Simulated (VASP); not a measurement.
# HfB (Fm-3m) in VASP: a series of runs

The runs below take HfB through single point, with HSE06, PBE0.

All numbers are computed with VASP 6.6.1; they aren't measurements. Logs are shortened: lines on timing, memory, paths and dates and some standing lists are left out, and cuts for length are marked.

**1. The cell of the first run**

Symmetry: Fm-3m, No. 225, cubic system. The conventional cell has a = 4.711 Å, b = 4.711 Å, c = 4.711 Å, α = 90.00°, β = 90.00°, γ = 90.00°. Hf (site symmetry m-3m) has 6 B at 2.36 Å within 3.1 Å. Within 3.1 Å of B (site symmetry m-3m) lie 6 Hf at 2.36 Å.

**2. Single point, HSE06**

The input, POSCAR:

```
HfB
1.0
    0.0000000000      2.3553056198      2.3553056198
    2.3553056198      0.0000000000      2.3553056198
    2.3553056198      2.3553056198      0.0000000000
Hf B
1 1
Direct
    0.5000000000      0.5000000000      0.5000000000
    0.0000000000      0.0000000000      0.0000000000
```

The input, INCAR.step1:

```
SYSTEM = HfB
PREC     = Accurate       ! precision mode
ENCUT    = 520            ! plane-wave cutoff, eV
EDIFF    = 1E-5           ! SCF threshold, eV
ISMEAR   = -1             ! smearing method
SIGMA    = 0.05           ! smearing width, eV
LREAL    = .FALSE.        ! projectors in reciprocal space
LASPH    = .TRUE.         ! aspherical terms in the spheres
NELM     = 60             ! most SCF steps
ALGO     = Normal         ! electronic algorithm
ISIF     = 2              ! what is computed and relaxed
LWAVE    = .TRUE.         ! write WAVECAR
LCHARG   = .FALSE.        ! write CHGCAR
NBANDS   = 14             ! bands
GGA      = PE             ! functional
```

The input, INCAR.step2:

```
SYSTEM = HfB
PREC     = Accurate       ! precision mode
ENCUT    = 520            ! plane-wave cutoff, eV
EDIFF    = 1E-6           ! SCF threshold, eV
ISMEAR   = -1             ! smearing method
SIGMA    = 0.05           ! smearing width, eV
LREAL    = .FALSE.        ! projectors in reciprocal space
LASPH    = .TRUE.         ! aspherical terms in the spheres
NELM     = 60             ! most SCF steps
ALGO     = Normal         ! electronic algorithm
ISIF     = 2              ! what is computed and relaxed
LWAVE    = .FALSE.        ! write WAVECAR
LCHARG   = .FALSE.        ! write CHGCAR
GGA      = PE             ! functional
LHFCALC  = .TRUE.         ! exact exchange
HFSCREEN = 0.2079         ! screening, 1/A
PRECFOCK = Normal       
NBANDS   = 14             ! bands
ISTART   = 1
```

The input, KPOINTS:

```
regular mesh
0
G
  6 6 6
  0 0 0
```

Potentials or basis: VASP PAW PBE potentials, release 64 (Hf_pv, B).

The run is started by

```
cat potpaw_PBE.64/Hf_pv/POTCAR potpaw_PBE.64/B/POTCAR > POTCAR
cp INCAR.step1 INCAR
mpirun -np 1 vasp_std > vasp.out
cp INCAR.step2 INCAR
mpirun -np 1 vasp_std > vasp.out
```

OUTCAR:

```text
SYSTEM = HfB
   PREC = Accurate
   ENCUT = 520
   EDIFF = 1E-6
   ISMEAR = -1
   LREAL = .FALSE.
   LASPH = .TRUE.
   NELM = 60
   ISIF = 2
   GGA = PE
   LHFCALC = .TRUE.
   HFSCREEN = 0.2079
   PRECFOCK = Normal
   ISTART = 1

 ion  position               nearest neighbor table
   1  0.500  0.500  0.500-   2 2.36   2 2.36   2 2.36   2 2.36   2 2.36   2 2.36
   2  0.000  0.000  0.000-   1 2.36   1 2.36   1 2.36   1 2.36   1 2.36   1 2.36

  LATTYP: Found a face centered cubic cell.
 ALAT       =     4.7106112396

  Lattice vectors:

 A1 = (   0.0000000000,   2.3553056198,   2.3553056198)
 A2 = (   2.3553056198,   0.0000000000,   2.3553056198)
 A3 = (   2.3553056198,   2.3553056198,   0.0000000000)

Analysis of symmetry for initial positions (statically):
=====================================================================
 Subroutine PRICEL returns:
 Original cell was already a primitive cell.

 Routine SETGRP: Setting up the symmetry group for a
 face centered cubic supercell.

 Subroutine GETGRP returns: Found 48 space group operations
 (whereof 48 operations were pure point group operations)
 out of a pool of 48 trial point group operations.

The static configuration has the point symmetry O_h .

Analysis of symmetry for dynamics (positions and initial velocities):
=====================================================================
 Subroutine PRICEL returns:
 Original cell was already a primitive cell.

 Routine SETGRP: Setting up the symmetry group for a
 face centered cubic supercell.

 Subroutine GETGRP returns: Found 48 space group operations
 (whereof 48 operations were pure point group operations)
 out of a pool of 48 trial point group operations.

The dynamic configuration has the point symmetry O_h .

 Subroutine INISYM returns: Found 48 space group operations
 (whereof 48 operations are pure point group operations),
 and found     1 'primitive' translations

----------------------------------------------------------------------------------------

                                     Primitive cell

  volume of cell :      26.1319

  direct lattice vectors                    reciprocal lattice vectors
     0.000000000  2.355305620  2.355305620    -0.212286676  0.212286676  0.212286676
     2.355305620  0.000000000  2.355305620     0.212286676 -0.212286676  0.212286676
     2.355305620  2.355305620  0.000000000     0.212286676  0.212286676 -0.212286676

  length of vectors
[... 91 lines left out ...]
   IMIX   =      1    mixing-type and parameters
     AMIX     =   0.40;   BMIX     =  1.00
     AMIX_MAG =   1.60;   BMIX_MAG =  1.00
  volume/ion in A,a.u.               =      13.07        88.17
  Fermi-wavevector in a.u.,A,eV,Ry     =   1.297175  2.451306 22.894031  1.682664
  Thomas-Fermi vector in A             =   2.428585
   LORBIT       =      0    0 simple, 1 ext, 2 COOP (PROOUT), +10 PAW based schemes
   GGA     = PE    functional components
   LHFCALC =     T    Hartree Fock is set to
   PRECFOCK=normal    Normal, Fast or Accurate (Low or Medium for compatibility)
   ENCUT4O =  -1.0   cutoff for four orbital integrals eV
   NKREDX  =     1    reduce k-point grid by
   NKREDY  =     1    reduce k-point grid by
   NKREDZ  =     1    reduce k-point grid by
   AEXX    =    0.2500 exact exchange contribution
   HFSCREEN=    0.2079 screening length (either q_TF or 0.3 A-1)
   HFSCREENC=   0.2079 screening length for correlation (either q_TF or 0.3 A-1)
   ENCUTFOCK=  -1.0 apply spherical cutoff to Coloumb kernel
   IVDW    =     0    specifies the selected vdW correction
   LEPSILON=     F    determine dielectric tensor
   LRPA    =     F    only Hartree local field effects (RPA)
 non-spin polarized calculation
  energy-cutoff  :      520.00
  volume of cell :       26.13
 maximum number of plane-waves:       725
 NGX is ok and might be reduce to    28
  NGX = 20; NGY = 20; NGZ = 20

 number of electron      13.0000001 magnetization

 Free energy of the ion-electron system (eV)
  ---------------------------------------------------
  ext. energy  EPLUGINS =         0.00000000
  ---------------------------------------------------
  free energy    TOTEN  =       -19.48132853 eV

  energy without entropy =      -19.46755945  energy(sigma->0) =      -19.47444399

 E-fermi :   4.3043     XC(G=0):  -9.8547

 val. band max:        4.2610048264   @ k =  -0.1667   0.1667   0.0000
 cond. band min:       4.9895329463   @ k =   0.1667   0.0000   0.0000
 fundamental gap:      0.7285281199
 Fermi energy:         4.3043462760

 k-point     1 :       0.0000    0.0000    0.0000
  band No.  band energies     occupation
      1     -26.2142      2.00000
      2     -26.2142      2.00000
      3     -26.2142      2.00000
      4      -6.2565      2.00000
      5       7.2994      0.00000
      6       7.2994      0.00000
      7       7.2994      0.00000
      8       8.9215      0.00000
      9       8.9215      0.00000
     10       8.9215      0.00000
     11       9.1117      0.00000
     12       9.1117      0.00000
     13      16.8048      0.00000
     14      17.8095      0.00000
[... 241 lines left out ...]
      1     -26.7385      2.00000
      2     -26.5461      2.00000
      3     -26.4514      2.00000
      4      -2.3910      2.00000
      5       2.8200      2.00000
      6       2.9938      2.00000
      7       3.9319      1.99884
      8       8.9481      0.00000
      9      11.9958      0.00000
     10      12.6786      0.00000
     11      13.0093      0.00000
     12      15.6179      0.00000
     13      20.1051      0.00000
     14      20.8973      0.00000

------------------------ aborting loop because EDIFF is reached ----------------------------------------

  FORCE on cell =-STRESS in cart. coord.  units (eV):
  Direction    XX          YY          ZZ          XY          YZ          ZX
  --------------------------------------------------------------------------------------
  -------------------------------------------------------------------------------------
  Total        2.2050333      2.2050333      2.2050333      0.0000000      0.0000000      0.0000000
  in kB      135.1929148    135.1929148    135.1929148      0.0000000      0.0000000      0.0000000
  external PRESSURE =     135.1929148 kB  Pullay stress =       0.0000000 kB

 VOLUME and BASIS-vectors are now :
 -----------------------------------------------------------------------------
  energy-cutoff  :      520.00
  volume of cell :       26.13
      direct lattice vectors                 reciprocal lattice vectors
     0.000000000  2.355305620  2.355305620    -0.212286676  0.212286676  0.212286676
     2.355305620  0.000000000  2.355305620     0.212286676 -0.212286676  0.212286676
     2.355305620  2.355305620  0.000000000     0.212286676  0.212286676 -0.212286676

 POSITION                                       TOTAL-FORCE (eV/Angst)
 -----------------------------------------------------------------------------------
      2.35531      2.35531      2.35531         0.000000      0.000000      0.000000
      0.00000      0.00000      0.00000         0.000000     -0.000000     -0.000000
 -----------------------------------------------------------------------------------
    total drift:                                0.000000      0.000000      0.000000

  FREE ENERGIE OF THE ION-ELECTRON SYSTEM (eV)
  ---------------------------------------------------
  free  energy   TOTEN  =       -19.4813285319 eV

  energy  without entropy=      -19.4675594516  energy(sigma->0) =      -19.47444399
```

OSZICAR.step1:

```text
N       E                     dE             d eps       ncg     rms          rms(c)
DAV:   1     0.228857061162E+02    0.22886E+02   -0.68673E+03   456   0.867E+02
DAV:   2    -0.179691252130E+02   -0.40855E+02   -0.38732E+02   566   0.196E+02
DAV:   3    -0.190891542426E+02   -0.11200E+01   -0.11162E+01   574   0.214E+01
DAV:   4    -0.190931789504E+02   -0.40247E-02   -0.40245E-02   490   0.162E+00
DAV:   5    -0.190932013627E+02   -0.22412E-04   -0.22413E-04   562   0.110E-01    0.607E+01
DAV:   6    -0.174470317427E+02    0.16462E+01   -0.25983E+00   508   0.100E+01    0.385E+01
DAV:   7    -0.174135276698E+02    0.33504E-01   -0.66992E-01   574   0.531E+00    0.103E+01
DAV:   8    -0.173887030405E+02    0.24825E-01   -0.69372E-02   486   0.160E+00    0.117E+00
DAV:   9    -0.173886349192E+02    0.68121E-04   -0.48254E-03   580   0.492E-01    0.207E-01
DAV:  10    -0.173886224506E+02    0.12469E-04   -0.18503E-04   508   0.902E-02    0.312E-02
DAV:  11    -0.173886201736E+02    0.22770E-05   -0.11359E-05   448   0.236E-02
   1 F= -.17388620E+02 E0= -.17381852E+02  d E =-.135366E-01
```

Run time: 23 min. Hardware: 1 thread of Intel Xeon Platinum 8259CL at 2.50GHz (Skylake/Cascade Lake), shared host; peak memory 0.27 GiB.

What came out:

```yaml
Free_energy: -19.4813 eV
Pressure: 13.5 GPa
Band_gap_on_the_k_mesh: zero (an odd number of electrons rules out a gap without spin polarisation)
```

Levels at points of the mesh, in eV from the Fermi level:
```tsv
k point	band 3	band 4	band 5	band 6	band 7	band 8	band 9	band 10	band 11	band 12
(0.00, 0.00, 0.00)	-30.52	-10.56	3.00	3.00	3.00	4.62	4.62	4.62	4.81	4.81
(0.50, 0.00, 0.00)	-30.58	-5.31	-4.94	-1.26	-1.26	7.36	7.36	8.38	9.03	14.63
(0.50, 0.50, 0.00)	-30.75	-7.44	-1.35	-0.74	2.69	2.69	6.83	8.69	8.69	9.85
```

Caveat: the k points lie up to 0.39 Å⁻¹ apart, too coarse for converged energies and pressures of a metal; the PAW data sets were made with another functional, which shifts forces and pressure a little; spin-orbit coupling is left out, which moves the levels of the heavy elements.

**3. Single point, PBE0**

This run uses another cell than the first one, of 11.83 Å³/atom.

The input, POSCAR:

```
HfB
1.0
    0.0000000000      2.2787799567      2.2787799567
    2.2787799567      0.0000000000      2.2787799567
    2.2787799567      2.2787799567      0.0000000000
Hf B
1 1
Direct
    0.5000000000      0.5000000000      0.5000000000
    0.0000000000      0.0000000000      0.0000000000
```

The input, INCAR.step1:

```
SYSTEM = HfB
ALGO     = Normal         ! electronic algorithm
EDIFF    = 1E-5           ! SCF threshold, eV
ENCUT    = 520            ! plane-wave cutoff, eV
GGA      = PE             ! functional
ISIF     = 2              ! what is computed and relaxed
ISMEAR   = -1             ! smearing method
LASPH    = .TRUE.         ! aspherical terms in the spheres
LCHARG   = .FALSE.        ! write CHGCAR
LREAL    = .FALSE.        ! projectors in reciprocal space
LWAVE    = .TRUE.         ! write WAVECAR
NBANDS   = 14             ! bands
NELM     = 100            ! most SCF steps
PREC     = Accurate       ! precision mode
SIGMA    = 0.05           ! smearing width, eV
```

The input, INCAR.step2:

```
SYSTEM = HfB
AEXX     = 0.25           ! exact-exchange fraction
ALGO     = Normal         ! electronic algorithm
EDIFF    = 1E-6           ! SCF threshold, eV
ENCUT    = 520            ! plane-wave cutoff, eV
GGA      = PE             ! functional
ISIF     = 2              ! what is computed and relaxed
ISMEAR   = -1             ! smearing method
ISTART   = 1            
LASPH    = .TRUE.         ! aspherical terms in the spheres
LCHARG   = .FALSE.        ! write CHGCAR
LHFCALC  = .TRUE.         ! exact exchange
LREAL    = .FALSE.        ! projectors in reciprocal space
LWAVE    = .FALSE.        ! write WAVECAR
NBANDS   = 14             ! bands
NELM     = 100            ! most SCF steps
PREC     = Accurate       ! precision mode
PRECFOCK = Normal       
SIGMA    = 0.05           ! smearing width, eV
```

The input, KPOINTS:

```
k-points
0
G
  6 6 6
  0 0 0
```

Potentials or basis: VASP PAW PBE potentials, release 64 (Hf_pv, B).

The run is started by

```
cat potpaw_PBE.64/Hf_pv/POTCAR potpaw_PBE.64/B/POTCAR > POTCAR
cp INCAR.step1 INCAR
mpirun -np 1 vasp_std > vasp.out
cp INCAR.step2 INCAR
mpirun -np 1 vasp_std > vasp.out
```

Wall time 22 min (1 thread of Intel Xeon Platinum 8259CL at 2.50GHz (Skylake/Cascade Lake), shared host); peak memory 0.16 GiB.

It converged, with:

```yaml
Free_energy: -20.4244 eV
Pressure: 40.1 GPa
Band_gap_on_the_k_mesh: zero (an odd number of electrons rules out a gap without spin polarisation)
```

Levels at points of the mesh, in eV from the Fermi level:
| k point | band 3 | band 4 | band 5 | band 6 | band 7 | band 8 | band 9 | band 10 | band 11 | band 12 |
| --- | --- | --- | --- | --- | --- | --- | --- | --- | --- | --- |
| (0.00, 0.00, 0.00) | -30.26 | -11.26 | 3.59 | 3.59 | 3.59 | 5.41 | 5.41 | 5.41 | 5.70 | 5.70 |
| (0.50, 0.00, 0.00) | -30.35 | -6.01 | -4.86 | -1.76 | -1.76 | 8.57 | 8.57 | 9.78 | 10.07 | 16.18 |
| (0.50, 0.50, 0.00) | -30.59 | -8.09 | -1.35 | -1.33 | 3.53 | 3.53 | 8.02 | 10.11 | 10.11 | 11.75 |

Caveat: the k points lie up to 0.40 Å⁻¹ apart, too coarse for converged energies and pressures of a metal; the PAW data sets were made with another functional, which shifts forces and pressure a little; spin-orbit coupling is left out, which moves the levels of the heavy elements.

The gap in the log of VASP goes by the Fermi energy; the results here count the filled bands.